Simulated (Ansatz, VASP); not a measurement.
**One calculation of KF, two programs**

Contents of INCAR:

```
  PREC = Accurate
  ENCUT = 520
  EDIFF = 1E-6
  ISMEAR = 0
  SIGMA = 0.05
  LREAL = False
  LASPH = True
  NELM = 80
  ALGO = Normal
  ISIF = 2
  LWAVE = False
  LCHARG = False
  NBANDS = 15
```

KPOINTS

```
Automatic mesh
0
Gamma
  8 8 8
```

The input POSCAR:

```
KF
1.0
    0.1435620881      2.7225217537      2.7225217537
    2.7225217537      0.1435620881      2.7225217537
    2.7225217537      2.7225217537      0.1435620881
K F
1 1
Direct
    0.0000000000      0.0000000000      0.0000000000
    0.5000000000      0.5000000000      0.5000000000
```

Input for Ansatz:

```yaml
crystal:
  lattice:
    - [0.1435620881, 2.7225217537, 2.7225217537]
    - [2.7225217537, 0.1435620881, 2.7225217537]
    - [2.7225217537, 2.7225217537, 0.1435620881]
  atoms:
    - { symbol: K, position: [0.0, 0.0, 0.0] }
    - { symbol: F, position: [0.5, 0.5, 0.5] }
basis:
  ecutwfc: 520.0
kpoints:
  mp_grid: { grid: [8, 8, 8] }
hamiltonian:
  xc: lda
scf:
  occupations: { method: gaussian, width: 0.05 }
output:
  forces: true
  stress: true
  eigenvalues: true
  write_density: true
  write_potential: true
  elf: true
  volumetric_format: npy
```

Alike in both runs: task single point; functional LDA; k mesh 8 × 8 × 8; occupations gaussian, width 0.05 eV; no spin polarisation.

|  | VASP | Ansatz |
| --- | --- | --- |
| version | VASP 6.6.1 | Ansatz 0.2.0 |
| potentials or method | VASP PAW LDA potentials, release 64 (K_sv, F), cutoff 520 eV | scalar-relativistic, plane waves, PAW |
| valence electrons in the cell | 16 | 16 |

Ansatz gave:

- gap on the k mesh at the Fermi level (eV): 5.88
- least direct gap on the mesh (eV): 5.88
- pressure (GPa): -2.9
- traceless stress, the component that is largest in VASP (GPa): -0.94

Task: Estimate VASP's values.

Result: gap on the k mesh at the Fermi level (eV): 5.86; least direct gap on the mesh (eV): 5.86; pressure (GPa): -2.8; traceless stress, the component that is largest in VASP (GPa): -0.92.

LDA's correlation is that of Perdew and Zunger in VASP and of Perdew and Wang (1992) in Ansatz.
